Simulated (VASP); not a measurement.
# Mn (Cmce) in VASP: single point with PBEsol

Aim: the single point of Mn with PBEsol.

Program: VASP 6.6.1. These are calculated values, not measurements. Logs are shortened: lines on timing, memory, paths and dates and some standing lists are left out, and cuts for length are marked.

**1. The cell of the first run**

It takes space group Cmce (No. 64, orthorhombic). The conventional cell has a = 4.014 Å, b = 6.803 Å, c = 4.019 Å, α = 90.00°, β = 90.00°, γ = 90.00°. Within 2.9 Å of Mn (site symmetry m) lie 7 Mn at 2.17 to 2.49 Å.

**2. Single point, PBEsol, collinear spin, ferromagnetic start**

INCAR

```
SYSTEM = Mn
PREC = Accurate
ENCUT = 520
EDIFF = 1E-6
ISMEAR = 0
SIGMA = 0.1
LREAL = .False.
LASPH = .True.
NELM = 150
ALGO = Fast
ISIF = 2
LWAVE = .False.
LCHARG = .False.
ISPIN = 2
MAGMOM = 4 4 4 4
LORBIT = 11
LMAXMIX = 4
GGA = PS
NBANDS = 38
```

KPOINTS

```
Automatic mesh
0
Gamma
  6 6 4
  0 0 0
```

POSCAR

```
Mn
1.0
    2.0070392389     -3.4015593086      0.0000000000
    2.0070392389      3.4015593086      0.0000000000
    0.0000000000      0.0000000000      4.0194178865
Mn
4
Direct
    0.1525000000      0.8475000000      0.0785000000
    0.6525000000      0.3475000000      0.4215000000
    0.8475000000      0.1525000000      0.9215000000
    0.3475000000      0.6525000000      0.5785000000
```

Potentials or basis: VASP PAW PBE potentials, release 64 (Mn_pv).

Run with:

```console
$ cat potpaw_PBE.64/Mn_pv/POTCAR > POTCAR
$ mpirun -np 1 vasp_std > vasp.out
```

OUTCAR:

```text
SYSTEM = Mn
   PREC = Accurate
   ENCUT = 520
   EDIFF = 1E-6
   ISMEAR = 0
   LREAL = .False.
   LASPH = .True.
   NELM = 150
   ISIF = 2
   ISPIN = 2
   LORBIT = 11
   GGA = PS

 ion  position               nearest neighbor table
   1  0.153  0.847  0.078-   3 2.17   4 2.41   4 2.41   2 2.43   2 2.43   3 2.49   3 2.49
   2  0.653  0.347  0.422-   4 2.17   3 2.41   3 2.41   1 2.43   1 2.43   4 2.49   4 2.49
   3  0.847  0.153  0.922-   1 2.17   2 2.41   2 2.41   4 2.43   4 2.43   1 2.49   1 2.49
   4  0.347  0.653  0.578-   2 2.17   1 2.41   1 2.41   3 2.43   3 2.43   2 2.49   2 2.49

  LATTYP: Found a base centered orthorhombic cell.
 ALAT       =     4.0140784778
 B/A-ratio  =     1.6948145520
 C/A-ratio  =     1.0013301705

  Lattice vectors:

 A1 = (   2.0070392389,  -3.4015593086,   0.0000000000)
 A2 = (   2.0070392389,   3.4015593086,   0.0000000000)
 A3 = (   0.0000000000,   0.0000000000,   4.0194178865)

Analysis of symmetry for initial positions (statically):
=====================================================================
 Subroutine PRICEL returns:
 Original cell was already a primitive cell.

 Routine SETGRP: Setting up the symmetry group for a
 base centered orthorhombic supercell.

 Subroutine GETGRP returns: Found  8 space group operations
 (whereof  4 operations were pure point group operations)
 out of a pool of  8 trial point group operations.

The static configuration has the point symmetry C_2h.
 The point group associated with its full space group is D_2h.

Analysis of symmetry for dynamics (positions and initial velocities):
=====================================================================
 Subroutine PRICEL returns:
 Original cell was already a primitive cell.

 Routine SETGRP: Setting up the symmetry group for a
 base centered orthorhombic supercell.

 Subroutine GETGRP returns: Found  8 space group operations
 (whereof  4 operations were pure point group operations)
 out of a pool of  8 trial point group operations.

The dynamic configuration has the point symmetry C_2h.
 The point group associated with its full space group is D_2h.

Analysis of structural, dynamic, and magnetic symmetry:
=====================================================================
 Subroutine PRICEL returns:
 Original cell was already a primitive cell.

 Routine SETGRP: Setting up the symmetry group for a
 base centered orthorhombic supercell.

 Subroutine GETGRP returns: Found  8 space group operations
 (whereof  4 operations were pure point group operations)
 out of a pool of  8 trial point group operations.

The overall configuration has the point symmetry C_2h.
 The point group associated with its full space group is D_2h.

 Subroutine INISYM returns: Found  8 space group operations
 (whereof  4 operations are pure point group operations),
 and found     1 'primitive' translations

----------------------------------------------------------------------------------------

                                     Primitive cell

  volume of cell :      54.8816

  direct lattice vectors                    reciprocal lattice vectors
     2.007039239 -3.401559309  0.000000000     0.249123181 -0.146991410  0.000000000
     2.007039239  3.401559309  0.000000000     0.249123181  0.146991410  0.000000000
     0.000000000  0.000000000  4.019417887     0.000000000  0.000000000  0.248792245

  length of vectors
     3.949533167  3.949533167  4.019417887     0.289255655  0.289255655  0.248792245

  position of ions in fractional coordinates (direct lattice)
     0.152500000  0.847500000  0.078500000
     0.652500000  0.347500000  0.421500000
     0.847500000  0.152500000  0.921500000
     0.347500000  0.652500000  0.578500000

  ion indices of the primitive-cell ions
   primitive index   ion index
                 1           1
                 2           2
                 3           3
                 4           4

----------------------------------------------------------------------------------------

 KPOINTS: Automatic mesh

Automatic generation of k-mesh.
 Grid dimensions read from file:
 generate k-points for:    6    6    4

 Generating k-lattice:

  Cartesian coordinates                     Fractional coordinates (reciprocal lattice)
     0.041520530 -0.024498568  0.000000000     0.166666667  0.000000000  0.000000000
     0.041520530  0.024498568  0.000000000     0.000000000  0.166666667  0.000000000
     0.000000000  0.000000000  0.062198061     0.000000000  0.000000000  0.250000000

  Length of vectors
     0.048209276  0.048209276  0.062198061

  Shift w.r.t. Gamma in fractional coordinates (k-lattice)
     0.000000000  0.000000000  0.000000000

 Subroutine IBZKPT returns following result:
 ===========================================

 Found     39 irreducible k-points:

 Following reciprocal coordinates:
            Coordinates               Weight
  0.000000  0.000000  0.000000      1.000000
  0.166667  0.000000  0.000000      4.000000
  0.333333  0.000000  0.000000      4.000000
  0.500000  0.000000  0.000000      2.000000
  0.166667  0.166667  0.000000      2.000000
  0.333333  0.166667  0.000000      4.000000
[... 16 lines left out ...]
  0.333333  0.333333  0.250000      4.000000
  0.500000  0.333333  0.250000      8.000000
 [... further k-points ...]
   k-points           NKPTS =     39   k-points in BZ     NKDIM =     39   number of bands    NBANDS=     38
   number of dos      NEDOS =    301   number of ions     NIONS =      4
   total plane-waves  NPLWV =  27000
   dimension x,y,z NGX =    30 NGY =   30 NGZ =   30
   dimension x,y,z NGXF=    60 NGYF=   60 NGZF=   60
   ions per type =               4
   NGX,Y,Z   is equivalent  to a cutoff of  12.63, 12.63, 12.41 a.u.
   NGXF,Y,Z  is equivalent  to a cutoff of  25.26, 25.26, 24.82 a.u.
 SYSTEM =  Mn
   PREC   = accura    normal or accurate (medium, high low for compatibility)
   ISTART =      0    job   : 0-new  1-cont  2-samecut
   ICHARG =      2    charge: 1-file 2-atom 10-const
   ISPIN  =      2    spin polarized calculation?
   LNONCOLLINEAR =      F non collinear calculations
   LSORBIT =      F    spin-orbit coupling
   LASPH  =      T    aspherical Exc in radial PAW
   ENCUT  =  520.0 eV  38.22 Ry    6.18 a.u.   7.34  7.34  7.47*2*pi/ulx,y,z
   NELM   =    150;   NELMIN=  2; NELMDL= -5     # of ELM steps
   EDIFF  = 0.1E-05   stopping-criterion for ELM
   LREAL  =      F    real-space projection
   EDIFFG = 0.1E-04   stopping-criterion for IOM
   NSW    =      0    number of steps for IOM
   IBRION =     -1    ionic relax: 0-MD 1-quasi-New 2-CG
   NFREE  =      0    steps in history (QN), initial steepest desc. (CG)
   ISIF   =      2    stress and relaxation
   ISYM   =      2    0-nonsym 1-usesym 2-fastsym
   POTIM  = 0.5000    time-step for ionic-motion
   TEBEG  =    0.0;   TEEND  =   0.0 temperature during run
   PSTRESS=    0.0 pullay stress
   NELECT =      52.0000    total number of electrons
   NUPDOWN=      -1.0000    fix difference up-down
   EMIN   =  10.00;   EMAX   =-10.00  energy-range for DOS
   EFERMI =   0.00;   METHOD = LEGACY
   ISMEAR =     0;   SIGMA  =   0.10  broadening in eV -4-tet -1-fermi 0-gaus
   EFERMI_NEDOS =   21; number of points for ismear=-14 and -15
   IALGO  =     68    algorithm
   IMIX   =      4    mixing-type and parameters
     AMIX     =   0.40;   BMIX     =  1.00
     AMIX_MAG =   1.60;   BMIX_MAG =  1.00
  volume/ion in A,a.u.               =      13.72        92.59
  Fermi-wavevector in a.u.,A,eV,Ry     =   1.607929  3.038546 35.176997  2.585436
  Thomas-Fermi vector in A             =   2.703880
   LORBIT       =     11    0 simple, 1 ext, 2 COOP (PROOUT), +10 PAW based schemes
   GGA     = PS    functional components
   LHFCALC =     F    Hartree Fock is set to
   AEXX    =    0.0000 exact exchange contribution
   IVDW    =     0    specifies the selected vdW correction
   LEPSILON=     F    determine dielectric tensor
   LRPA    =     F    only Hartree local field effects (RPA)
 spin polarized calculation
 RMM-DIIS sequential band-by-band and
 Gauss-broadening in eV      SIGMA  =   0.10
  energy-cutoff  :      520.00
  volume of cell :       54.88
 maximum number of plane-waves:      1509
 NGX is ok and might be reduce to    30
   NGX = 15   NGY = 15   NGZ = 15

 number of electron      52.0000000 magnetization      16.0000000

 number of electron      51.9999982 magnetization       0.8179261

 Free energy of the ion-electron system (eV)
  ---------------------------------------------------
  ext. energy  EPLUGINS =         0.00000000
  ---------------------------------------------------
  free energy    TOTEN  =       -35.36899980 eV

  energy without entropy =      -35.33101650  energy(sigma->0) =      -35.35000815

 E-fermi :   7.2879     XC(G=0): -12.5742

 val. band max:        7.2815568623   @ k =   0.1667   0.0000   0.2500
 cond. band min:       7.2893013076   @ k =   0.5000   0.0000   0.5000
 fundamental gap:      0.0077444454
 Fermi energy:         7.2878523416

 spin component 1

 k-point     1 :       0.0000    0.0000    0.0000
  band No.  band energies     occupation
      1     -41.0034      1.00000
      2     -40.8463      1.00000
      3     -40.8141      1.00000
      4     -40.7835      1.00000
      5     -40.6301      1.00000
      6     -40.5742      1.00000
[... 30 lines left out ...]
     37      14.0950      0.00000
     38      15.9763      0.00000

 k-point     2 :       0.1667    0.0000    0.0000
  band No.  band energies     occupation
      1     -40.9949      1.00000
      2     -40.8545      1.00000
      3     -40.8165      1.00000
      4     -40.7614      1.00000
      5     -40.6986      1.00000
      6     -40.5024      1.00000
[... 30 lines left out ...]
     37      13.7147      0.00000
     38      14.5893      0.00000
[... 859 lines left out ...]
     37      12.6449      0.00000
     38      13.2041      0.00000

 k-point    24 :       0.5000    0.3333    0.2500
  band No.  band energies     occupation
      1     -40.9340      1.00000
      2     -40.9302      1.00000
      3     -40.7779      1.00000
      4     -40.7497      1.00000
      5     -40.6416      1.00000
      6     -40.5563      1.00000
[... 30 lines left out ...]
     37      13.4266      0.00000
     38      14.9971      0.00000

 [... further k-points ...]

 spin component 2

 k-point     1 :       0.0000    0.0000    0.0000
  band No.  band energies     occupation
      1     -40.8218      1.00000
      2     -40.6657      1.00000
      3     -40.5915      1.00000
      4     -40.5736      1.00000
      5     -40.4038      1.00000
      6     -40.3625      1.00000
[... 30 lines left out ...]
     37      14.1966      0.00000
     38      16.0661      0.00000

 k-point     2 :       0.1667    0.0000    0.0000
  band No.  band energies     occupation
      1     -40.8129      1.00000
      2     -40.6734      1.00000
      3     -40.5945      1.00000
      4     -40.5518      1.00000
      5     -40.4778      1.00000
      6     -40.2855      1.00000
[... 30 lines left out ...]
     37      13.8322      0.00000
     38      14.7022      0.00000
[... 859 lines left out ...]
     37      12.7575      0.00000
     38      13.3129      0.00000

 k-point    24 :       0.5000    0.3333    0.2500
  band No.  band energies     occupation
      1     -40.7474      1.00000
      2     -40.7445      1.00000
      3     -40.5707      1.00000
      4     -40.5302      1.00000
      5     -40.4243      1.00000
      6     -40.3405      1.00000
[... 30 lines left out ...]
     37      13.5365      0.00000
     38      15.1007      0.00000

 [... further k-points ...]

------------------------ aborting loop because EDIFF is reached ----------------------------------------

  FORCE on cell =-STRESS in cart. coord.  units (eV):
  Direction    XX          YY          ZZ          XY          YZ          ZX
  --------------------------------------------------------------------------------------
  -------------------------------------------------------------------------------------
  Total       -8.2481051     -6.7056052     -8.3449488      0.0000000     -0.0000000      0.0000000
  in kB     -240.7895876   -195.7588919   -243.6167770      0.0000000     -0.0000000      0.0000000
  external PRESSURE =    -226.7217522 kB  Pullay stress =       0.0000000 kB

 VOLUME and BASIS-vectors are now :
 -----------------------------------------------------------------------------
  energy-cutoff  :      520.00
  volume of cell :       54.88
      direct lattice vectors                 reciprocal lattice vectors
     2.007039239 -3.401559309  0.000000000     0.249123181 -0.146991410  0.000000000
     2.007039239  3.401559309  0.000000000     0.249123181  0.146991410  0.000000000
     0.000000000  0.000000000  4.019417887     0.000000000  0.000000000  0.248792245

 POSITION                                       TOTAL-FORCE (eV/Angst)
 -----------------------------------------------------------------------------------
      2.00704      2.36408      0.31552         0.000000     -0.178778     -0.337026
      2.00704     -1.03748      1.69418         0.000000     -0.178778      0.337026
      2.00704     -2.36408      3.70389         0.000000      0.178778      0.337026
      2.00704      1.03748      2.32523         0.000000      0.178778     -0.337026
 -----------------------------------------------------------------------------------
    total drift:                               -0.000000     -0.000000     -0.000000

  FREE ENERGIE OF THE ION-ELECTRON SYSTEM (eV)
  ---------------------------------------------------
  free  energy   TOTEN  =       -35.3689997993 eV

  energy  without entropy=      -35.3310165042  energy(sigma->0) =      -35.35000815

 total charge

# of ion       s       p       d       tot
------------------------------------------
    1        0.412   6.292   5.169  11.873
    2        0.412   6.292   5.169  11.873
    3        0.412   6.292   5.169  11.873
    4        0.412   6.292   5.169  11.873
--------------------------------------------------
tot          1.649  25.168  20.676  47.493

 magnetization (x)

# of ion       s       p       d       tot
------------------------------------------
    1        0.000   0.004   0.192   0.196
    2        0.000   0.004   0.192   0.196
    3        0.000   0.004   0.192   0.196
    4        0.000   0.004   0.192   0.196
--------------------------------------------------
tot          0.000   0.015   0.768   0.783
```

Run time: 4.1 min. Hardware: 1 thread of Intel Xeon 8259CL, shared host; peak memory 0.25 GiB.

What came out:

| Quantity | Value |
| --- | --- |
| Free energy | -35.3690 eV |
| Pressure | -22.7 GPa |
| Largest force | 0.382 eV/Å |
| Net moment | 0.82 μB per cell |
| Site moments | Mn +0.20 μB |
| Valence electrons inside the program's atomic spheres | Mn 11.87 |

Forces in eV/Å, atoms in the order of the input:
```
Mn   0.000 -0.179 -0.337
Mn   0.000 -0.179  0.337
Mn   0.000  0.179  0.337
Mn   0.000  0.179 -0.337
```

Caveat: the k points lie up to 0.39 Å⁻¹ apart; the PAW data sets were made with another functional, which shifts forces and pressure a little.
